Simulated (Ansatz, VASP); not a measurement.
HgTe in VASP and in Ansatz

```
Hg Te
1.0
     2.99252   -3.46693    0.00000
     2.99252    3.46693    0.00000
     0.00000    0.00000    5.79816
Hg Te
2 2
Cartesian
  2.9925 1.0883 4.3486
  2.9925 -1.0883 1.4495
  2.9925 -1.9748 4.3486
  2.9925 1.9748 1.4495
```

Alike in both runs: task single point; functional PBEsol; k mesh 4 × 4 × 4; occupations fermi-dirac, width 0.05 eV; no spin polarisation.

|  | VASP | Ansatz |
| --- | --- | --- |
| version | VASP 6.6.1 | Ansatz 0.2.0 |
| potentials or method | VASP PAW PBE potentials, release 64 (Hg, Te), cutoff 520 eV | plane waves, PAW |
| valence electrons in the cell | 36 | 72 |

```tsv
	VASP	Ansatz	Ansatz less VASP
pressure (GPa)	-3.1	-3.2	-0.12
traceless stress, the component that is largest in VASP (GPa)	0.83	0.86	+0.027
rms of the force components (eV/Å)	0.057	0.063	+0.0061
```

VASP's potentials were made for PBE, not for PBEsol. Atom by atom the forces differ by 0.006 eV/Å (rms over components). VASP's potentials hold 36 valence electrons a cell and Ansatz's 72, so a difference there can come from the potentials and not from the codes.

Neither program's run includes spin-orbit coupling.
